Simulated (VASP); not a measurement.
# Sn (Immm) in VASP: a series of runs

The runs below take Sn through single point, with LDA.

Everything below comes from runs of VASP 6.6.1. Logs are shortened: lines on timing, memory, paths and dates and some standing lists are left out, and cuts for length are marked.

### 1 The cell of the first run

The structure is orthorhombic, space group Immm (No. 71). The conventional cell has a = 3.453 Å, b = 3.551 Å, c = 4.677 Å, α = 90.00°, β = 90.00°, γ = 90.00°. Sn (site symmetry mmm) has 14 Sn at 3.41 to 4.68 Å within 4.7 Å.

### 2 Single point, LDA

File INCAR:

```
PREC = Accurate
ENCUT = 520
EDIFF = 1E-6
ISMEAR = 1
SIGMA = 0.1
LREAL = F
LASPH = T
NELM = 100
ALGO = Normal
ISIF = 2
LWAVE = F
LCHARG = F
NBANDS = 13
```

File KPOINTS:

```
regular mesh
0
Gamma
  14 14 14
```

File POSCAR:

```
Sn
1.0
   -1.7265400000      1.7755500000      2.3383400000
    1.7265400000     -1.7755500000      2.3383400000
    1.7265400000      1.7755500000     -2.3383400000
Sn
1
Direct
    0.0000000000      0.0000000000      0.0000000000
```

Potentials or basis: VASP PAW LDA potentials, release 64 (Sn_d).

The run is started by

```
cat potpaw_LDA.64/Sn_d/POTCAR > POTCAR
mpirun -np 1 vasp_std > vasp.out
```

OUTCAR:

```text
PREC = Accurate
   ENCUT = 520
   EDIFF = 1E-6
   ISMEAR = 1
   LREAL = F
   LASPH = T
   NELM = 100
   ISIF = 2

 ion  position               nearest neighbor table
   1  0.000  0.000  0.000-

  LATTYP: Found a body centered orthorhombic cell.
 ALAT       =     3.4530800000
 B/A-ratio  =     1.0283862523
 C/A-ratio  =     1.3543503191

  Lattice vectors:

 A1 = (  -1.7265400000,   1.7755500000,   2.3383400000)
 A2 = (   1.7265400000,  -1.7755500000,   2.3383400000)
 A3 = (   1.7265400000,   1.7755500000,  -2.3383400000)

Analysis of symmetry for initial positions (statically):
=====================================================================
 Subroutine PRICEL returns:
 Original cell was already a primitive cell.

 Routine SETGRP: Setting up the symmetry group for a
 body centered orthorhombic supercell.

 Subroutine GETGRP returns: Found  8 space group operations
 (whereof  8 operations were pure point group operations)
 out of a pool of  8 trial point group operations.

The static configuration has the point symmetry D_2h.

Analysis of symmetry for dynamics (positions and initial velocities):
=====================================================================
 Subroutine PRICEL returns:
 Original cell was already a primitive cell.

 Routine SETGRP: Setting up the symmetry group for a
 body centered orthorhombic supercell.

 Subroutine GETGRP returns: Found  8 space group operations
 (whereof  8 operations were pure point group operations)
 out of a pool of  8 trial point group operations.

The dynamic configuration has the point symmetry D_2h.

 Subroutine INISYM returns: Found  8 space group operations
 (whereof  8 operations are pure point group operations),
 and found     1 'primitive' translations

----------------------------------------------------------------------------------------

                                     Primitive cell

  volume of cell :      28.6733

  direct lattice vectors                    reciprocal lattice vectors
    -1.726540000  1.775550000  2.338340000     0.000000000  0.281602884  0.213826903
     1.726540000 -1.775550000  2.338340000     0.289596534  0.000000000  0.213826903
     1.726540000  1.775550000 -2.338340000     0.289596534  0.281602884  0.000000000

  length of vectors
     3.406075767  3.406075767  3.406075767     0.353584684  0.359983468  0.403938531

  position of ions in fractional coordinates (direct lattice)
     0.000000000  0.000000000  0.000000000

  ion indices of the primitive-cell ions
   primitive index   ion index
                 1           1

----------------------------------------------------------------------------------------

 KPOINTS: regular mesh

Automatic generation of k-mesh.
 Grid dimensions read from file:
 generate k-points for:   14   14   14

 Generating k-lattice:

  Cartesian coordinates                     Fractional coordinates (reciprocal lattice)
     0.000000000  0.020114492  0.015273350     0.071428571  0.000000000  0.000000000
     0.020685467  0.000000000  0.015273350     0.000000000  0.071428571  0.000000000
     0.020685467  0.020114492  0.000000000     0.000000000  0.000000000  0.071428571

  Length of vectors
     0.025256049  0.025713105  0.028852752

  Shift w.r.t. Gamma in fractional coordinates (k-lattice)
     0.000000000  0.000000000  0.000000000

 Subroutine IBZKPT returns following result:
 ===========================================

 Found    428 irreducible k-points:

 Following reciprocal coordinates:
            Coordinates               Weight
  0.000000  0.000000  0.000000      1.000000
  0.071429  0.000000 -0.000000      4.000000
  0.142857 -0.000000  0.000000      4.000000
  0.214286  0.000000 -0.000000      4.000000
  0.285714  0.000000 -0.000000      4.000000
  0.357143  0.000000 -0.000000      4.000000
[... 16 lines left out ...]
  0.000000  0.142857  0.000000      4.000000
  0.071429  0.142857  0.000000      8.000000
 [... further k-points ...]
   k-points           NKPTS =    428   k-points in BZ     NKDIM =    428   number of bands    NBANDS=     13
   number of dos      NEDOS =    301   number of ions     NIONS =      1
   total plane-waves  NPLWV =  21952
   dimension x,y,z NGX =    28 NGY =   28 NGZ =   28
   dimension x,y,z NGXF=    56 NGYF=   56 NGZF=   56
   ions per type =               1
   NGX,Y,Z   is equivalent  to a cutoff of  13.67, 13.67, 13.67 a.u.
   NGXF,Y,Z  is equivalent  to a cutoff of  27.33, 27.33, 27.33 a.u.
 SYSTEM =  unknown system
   PREC   = accura    normal or accurate (medium, high low for compatibility)
   ISTART =      0    job   : 0-new  1-cont  2-samecut
   ICHARG =      2    charge: 1-file 2-atom 10-const
   ISPIN  =      1    spin polarized calculation?
   LNONCOLLINEAR =      F non collinear calculations
   LSORBIT =      F    spin-orbit coupling
   LASPH  =      T    aspherical Exc in radial PAW
   ENCUT  =  520.0 eV  38.22 Ry    6.18 a.u.   6.33  6.33  6.33*2*pi/ulx,y,z
   NELM   =    100;   NELMIN=  2; NELMDL= -5     # of ELM steps
   EDIFF  = 0.1E-05   stopping-criterion for ELM
   LREAL  =      F    real-space projection
   EDIFFG = 0.1E-04   stopping-criterion for IOM
   NSW    =      0    number of steps for IOM
   IBRION =     -1    ionic relax: 0-MD 1-quasi-New 2-CG
   NFREE  =      0    steps in history (QN), initial steepest desc. (CG)
   ISIF   =      2    stress and relaxation
   ISYM   =      2    0-nonsym 1-usesym 2-fastsym
   POTIM  = 0.5000    time-step for ionic-motion
   TEBEG  =    0.0;   TEEND  =   0.0 temperature during run
   PSTRESS=    0.0 pullay stress
   NELECT =      14.0000    total number of electrons
   NUPDOWN=      -1.0000    fix difference up-down
   EMIN   =  10.00;   EMAX   =-10.00  energy-range for DOS
   EFERMI =   0.00;   METHOD = LEGACY
   ISMEAR =     1;   SIGMA  =   0.10  broadening in eV -4-tet -1-fermi 0-gaus
   EFERMI_NEDOS =   21; number of points for ismear=-14 and -15
   IALGO  =     38    algorithm
   IMIX   =      4    mixing-type and parameters
     AMIX     =   0.40;   BMIX     =  1.00
     AMIX_MAG =   1.60;   BMIX_MAG =  1.00
  volume/ion in A,a.u.               =      28.67       193.50
  Fermi-wavevector in a.u.,A,eV,Ry     =   1.289115  2.436075 22.610411  1.661818
  Thomas-Fermi vector in A             =   2.421028
   LORBIT       =      0    0 simple, 1 ext, 2 COOP (PROOUT), +10 PAW based schemes
   GGA     = CA    functional components
   LHFCALC =     F    Hartree Fock is set to
   AEXX    =    0.0000 exact exchange contribution
   IVDW    =     0    specifies the selected vdW correction
   LEPSILON=     F    determine dielectric tensor
   LRPA    =     F    only Hartree local field effects (RPA)
 non-spin polarized calculation
 Methfessel and Paxton  Order N= 1 SIGMA  =   0.10
  energy-cutoff  :      520.00
  volume of cell :       28.67
 maximum number of plane-waves:       787
 NGX is ok and might be reduce to    28
   NGX = 13   NGY = 13   NGZ = 13

 number of electron      13.9999998 magnetization

 Free energy of the ion-electron system (eV)
  ---------------------------------------------------
  ext. energy  EPLUGINS =         0.00000000
  ---------------------------------------------------
  free energy    TOTEN  =        -4.39629034 eV

  energy without entropy =       -4.39601117  energy(sigma->0) =       -4.39619729

 E-fermi :   7.2568     XC(G=0): -10.3512

 val. band max:        7.2549949083   @ k =  -0.4286  -0.2857   0.0714
 cond. band min:       7.2571620834   @ k =   0.2143   0.4286   0.1429
 fundamental gap:      0.0021671752
 Fermi energy:         7.2567546581

 k-point     1 :       0.0000    0.0000    0.0000
  band No.  band energies     occupation
      1     -14.2114      2.00000
      2     -14.1984      2.00000
      3     -14.1757      2.00000
      4     -14.1455      2.00000
      5     -14.1120      2.00000
      6      -3.5433      2.00000
      7      14.1526      0.00000
      8      14.2982      0.00000
      9      14.6905      0.00000
     10      17.9615      0.00000
     11      18.4350      0.00000
     12      18.9417      0.00000
     13      19.0985      0.00000

 k-point     2 :       0.0714    0.0000   -0.0000
  band No.  band energies     occupation
      1     -14.2089      2.00000
      2     -14.1947      2.00000
      3     -14.1750      2.00000
      4     -14.1446      2.00000
      5     -14.1125      2.00000
      6      -3.4451      2.00000
      7      13.1502      0.00000
      8      14.1575      0.00000
      9      14.5004      0.00000
     10      17.4155      0.00000
     11      18.9015      0.00000
     12      19.3565      0.00000
     13      20.1070      0.00000

 k-point     3 :       0.1429   -0.0000    0.0000
  band No.  band energies     occupation
      1     -14.2030      2.00000
      2     -14.1875      2.00000
      3     -14.1733      2.00000
      4     -14.1390      2.00000
      5     -14.1126      2.00000
      6      -3.1508      2.00000
      7      11.1280      0.00000
      8      13.9420      0.00000
      9      14.0540      0.00000
     10      17.0790      0.00000
     11      19.3791      0.00000
     12      19.6603      0.00000
     13      20.4341      0.00000
[... 305 lines left out ...]
 k-point    23 :       0.0000    0.1429    0.0000
  band No.  band energies     occupation
      1     -14.1988      2.00000
      2     -14.1938      2.00000
      3     -14.1646      2.00000
      4     -14.1411      2.00000
      5     -14.1151      2.00000
      6      -3.1343      2.00000
      7      11.5412      0.00000
      8      13.5361      0.00000
      9      13.9805      0.00000
     10      16.8826      0.00000
     11      19.1834      0.00000
     12      19.8194      0.00000
     13      20.3534      0.00000

 k-point    24 :       0.0714    0.1429    0.0000
  band No.  band energies     occupation
      1     -14.1983      2.00000
      2     -14.1856      2.00000
      3     -14.1637      2.00000
      4     -14.1346      2.00000
      5     -14.1159      2.00000
      6      -2.8925      2.00000
      7      10.7577      0.00000
      8      12.1306      0.00000
      9      14.2499      0.00000
     10      17.2294      0.00000
     11      18.9460      0.00000
     12      19.6336      0.00000
     13      20.1977      0.00000

 [... further k-points ...]
[... 5 lines left out ...]
  --------------------------------------------------------------------------------------
  -------------------------------------------------------------------------------------
  Total       -0.7872294     -0.7829000     -0.8880218      0.0000000      0.0000000      0.0000000
  in kB      -43.9880455    -43.7461339    -49.6200258      0.0000000      0.0000000      0.0000000
  external PRESSURE =     -45.7847351 kB  Pullay stress =       0.0000000 kB

 VOLUME and BASIS-vectors are now :
 -----------------------------------------------------------------------------
  energy-cutoff  :      520.00
  volume of cell :       28.67
      direct lattice vectors                 reciprocal lattice vectors
    -1.726540000  1.775550000  2.338340000     0.000000000  0.281602884  0.213826903
     1.726540000 -1.775550000  2.338340000     0.289596534  0.000000000  0.213826903
     1.726540000  1.775550000 -2.338340000     0.289596534  0.281602884  0.000000000

 POSITION                                       TOTAL-FORCE (eV/Angst)
 -----------------------------------------------------------------------------------
      0.00000      0.00000      0.00000         0.000000      0.000000      0.000000
 -----------------------------------------------------------------------------------
    total drift:                               -0.000000     -0.000000     -0.000000

  FREE ENERGIE OF THE ION-ELECTRON SYSTEM (eV)
  ---------------------------------------------------
  free  energy   TOTEN  =        -4.3962903404 eV

  energy  without entropy=       -4.3960111744  energy(sigma->0) =       -4.39619729
```

Wall time 2.7 min (1 thread of Intel Xeon 8259CL, shared host); peak memory 0.26 GiB.

What came out:

* Free energy: -4.3963 eV
* Pressure: -4.6 GPa
* Band gap on the k mesh: zero (bands 7 and 8 overlap by 8.76 eV)

Caveat: the cell stands under tension; spin-orbit coupling is left out, which moves the levels of the heavy elements.

[end of part 1 of 2]
